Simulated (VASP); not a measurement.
Write the native input for VASP 6.6.1 that does the following.

| Quantity | Value |
| --- | --- |
| Task | relaxation of cell and atoms |
| Functional | PBE |
| Potentials or basis | VASP PAW PBE potentials, release 64 (Mo_sv, Ge_d) |
| Cutoff | 600 eV |
| k mesh | 13 × 13 × 13 |
| Occupations | fermi-dirac, width 0.08 eV |
| Spin | no spin polarisation |
| Target pressure | 19 GPa |
| Dipole correction | no |
| Further INCAR settings | ALGO = Normal; EDIFF = 1e-06; IBRION = 2; EDIFFG = -0.005; NSW = 60; ISIF = 3 |

The structure of GeMo (CsCl type) lies in POSCAR:

```
GeMo
1.0
    3.0754441382      0.0000000000      0.0000000000
    0.0000000000      3.0754441382      0.0000000000
    0.0000000000      0.0000000000      3.0754441382
Mo Ge
1 1
Direct
    0.0000000000      0.0000000000      0.0000000000
    0.5000000000      0.5000000000      0.5000000000
```

These files were run (other wordings do the same):

INCAR

```
SYSTEM = GeMo
  PREC = Accurate
  ENCUT = 600
  EDIFF = 1E-6
  ISMEAR = -1
  SIGMA = 0.08
  LREAL = .FALSE.
  LASPH = .TRUE.
  NELM = 60
  ALGO = Normal
  ISIF = 3
  LWAVE = .FALSE.
  LCHARG = .FALSE.
  GGA = PE
  IBRION = 2
  NSW = 60
  EDIFFG = -0.005
  PSTRESS = 190.0
```

KPOINTS

```
Automatic mesh
0
G
  13 13 13
  0 0 0
```

Potentials or basis: VASP PAW PBE potentials, release 64 (Mo_sv, Ge_d).

Launch:

```bash
$ cat potpaw_PBE.64/Mo_sv/POTCAR potpaw_PBE.64/Ge_d/POTCAR > POTCAR
$ mpirun -np 1 vasp_std > vasp.out
```

It gave:

| Property | Result |
| --- | --- |
| Relaxed volume | 14.07 Å³/atom |
| Relaxed cell | a = 3.042 Å, b = 3.042 Å, c = 3.042 Å, α = 90.00°, β = 90.00°, γ = 90.00° |
| Space group after relaxing (to 0.1 Å) | Pm-3m (No. 221) |
| Energy change on relaxing (the run minimises the enthalpy) | +43.8 meV/atom |
| Ionic steps | 8 |
| Pressure after relaxing | 19.0 GPa |
| Band gap on the k mesh | zero (bands 14 and 15 overlap by 3.54 eV) |

Caveat: the cell is relaxed towards a set pressure, so the run minimises the enthalpy, not the energy.

Run time: 2 min on 1 thread of AMD EPYC 9R45 96-Core Processor (Zen 5) (shared host), peak memory 0.18 GiB.
